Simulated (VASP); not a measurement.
Runs of VASP 6.6.1 on HgTe (Coloradoite). The structure is that of space group F-43m (No. 216), or close to it. The cells are those of the table. 

```tsv
cell	gap on the mesh (eV)	pressure (GPa)
a = 4.426 Å, angles 60.0°, 2 atoms	none	7.6
a = 4.492 Å, angles 60.0°, 2 atoms	none	(c)
a = 4.556 Å, angles 60.0°, 2 atoms	none	2.0
a = 4.358 Å, angles 60.0°, 2 atoms	none	(b)
a = 4.680 Å, angles 60.0°, 2 atoms	none	-1.5
a = 4.619 Å, angles 60.0°, 2 atoms	none	0.1
a = 4.288 Å, angles 60.0°, 2 atoms	(a)	16.9
```

Alike in all rows: task single point; level r2SCAN+D3(BJ); potentials or basis VASP PAW PBE potentials, release 64 (Hg, Te); no spin polarisation; k mesh 10 × 10 × 10; cutoff (eV) 520; smearing gaussian 0.05 eV.

Task: Estimate the missing entries.

Result: (a) 0.14; (b) 11.7; (c) 4.5.

Caveats: the PAW data sets were made with another functional, which shifts forces and pressure a little; spin-orbit coupling is left out, which moves the levels of the heavy elements; pairwise dispersion overbinds metals, which lowers pressure and volume (some runs).

A k mesh can miss the band edges, and the runs leave out spin-orbit coupling on Hg, Te.

A gap of «none» marks levels without a gap at the run's occupations.
